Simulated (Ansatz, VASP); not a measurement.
**Two plane-wave programs on HfN**

INCAR

```
SYSTEM = HfN
  PREC = Accurate
  ENCUT = 520
  EDIFF = 1E-8
  ISMEAR = -1
  SIGMA = 0.03
  LREAL = .False.
  LASPH = .True.
  NELM = 60
  ALGO = Normal
  ISIF = 2
  LWAVE = .False.
  LCHARG = .False.
  LEFG = .True.
  NBANDS = 14
```

KPOINTS

```
regular mesh
0
Gamma
  10 10 10
  0 0 0
```

Contents of POSCAR:

```
HfN
1.0
    0.0000000000      2.2739607009      2.2739607009
    2.2739607009      0.0000000000      2.2739607009
    2.2739607009      2.2739607009      0.0000000000
Hf N
1 1
Direct
    0.0000000000      0.0000000000      0.0000000000
    0.5000000000      0.5000000000      0.5000000000
```

Input for Ansatz:

```yaml
crystal:
  lattice:
    - [0.0, 2.2739607009, 2.2739607009]
    - [2.2739607009, 0.0, 2.2739607009]
    - [2.2739607009, 2.2739607009, 0.0]
  atoms:
    - { symbol: Hf, position: [0.0, 0.0, 0.0] }
    - { symbol: "N", position: [0.5, 0.5, 0.5] }
kpoints:
  mp_grid: { grid: [10, 10, 10] }
scf:
  occupations: { method: fermi_dirac, width: 0.03 }
hamiltonian:
  xc: lda
  pseudopotentials: { kind: paw }
output:
  forces: true
  stress: true
  eigenvalues: true
  efg: { contact_densities: true }
```

Change from the starting cell: volume scaled by 1.02, PAW files.

Alike in both runs: task electric field gradients; functional LDA; k mesh 10 × 10 × 10; occupations fermi-dirac, width 0.03 eV; no spin polarisation.

|  | VASP | Ansatz |
| --- | --- | --- |
| version | VASP 6.6.1 | Ansatz 0.2.0 |
| potentials or method | VASP PAW LDA potentials, release 64 (Hf_pv, N) | PAW with Ansatz's default frozen-core files, scalar-relativistic |
| plane-wave cutoff (eV) | 520 | 420 |
| valence electrons in the cell | 15 | 31 |

```csv
,VASP,Ansatz,Ansatz less VASP
pressure (GPa),-15.5,-14.3,+1.24
```

LDA's correlation is that of Perdew and Zunger in VASP and of Perdew and Wang (1992) in Ansatz. VASP's potentials hold 15 valence electrons a cell and Ansatz's 31, so a difference there can come from the potentials and not from the codes.

Spin-orbit coupling is off throughout.
